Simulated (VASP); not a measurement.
Wanted: the native input for a VASP 6.6.1 run.

```
Task                   : single point
Functional             : PBE
Potentials or basis    : VASP PAW PBE potentials, release 64 (Sc_sv, Al, N)
Cutoff                 : 520 eV
k mesh                 : 12 × 12 × 12
Occupations            : gaussian, width 0.1 eV
Spin                   : no spin polarisation
Dipole correction      : no
Further INCAR settings : ALGO = Normal; EDIFF = 1e-07; NBANDS = 29
```

The structure of Sc2AlN3 lies in POSCAR:

```
Sc2AlN3
1.0
    5.5803253511     -0.0000000030      0.0000000000
   -2.7901626730      4.8327035169      0.0000000000
    0.0000000000      0.0000000000      2.9743208003
Sc Al N
2 1 3
Direct
    0.3333333333      0.6666666667      0.0000000000
    0.6666666667      0.3333333333      0.0000000000
    0.0000000000      0.0000000000      0.0000000000
    0.5000000000      0.0000000000      0.5000000000
    0.5000000000      0.5000000000      0.5000000000
    0.0000000000      0.5000000000      0.5000000000
```

The cell was built from a structure type or drawn by symmetry, and may not be a known phase.

These files were run (other wordings do the same):

INCAR

```
SYSTEM = Sc2AlN3
PREC = Accurate
ENCUT = 520
EDIFF = 1E-7
ISMEAR = 0
SIGMA = 0.1
LREAL = .False.
LASPH = .True.
NELM = 80
ALGO = Normal
ISIF = 2
LWAVE = .False.
LCHARG = .False.
GGA = PE
NBANDS = 29
```

KPOINTS

```
regular mesh
0
Gamma
  12 12 12
  0 0 0
```

Potentials or basis: VASP PAW PBE potentials, release 64 (Sc_sv, Al, N).

The run is started by

```sh
$ cat potpaw_PBE.64/Sc_sv/POTCAR potpaw_PBE.64/Al/POTCAR potpaw_PBE.64/N/POTCAR > POTCAR
$ mpirun -np 1 vasp_std > vasp.out
```

Results of the run:

```
Pressure               : 0.6 GPa
Band gap on the k mesh : zero (bands 20 and 21 overlap by 0.55 eV)
```

Run time: 2.2 min on 1 thread of Intel(R) Xeon(R) 6975P-C (Granite Rapids) (shared host), peak memory 0.39 GiB.
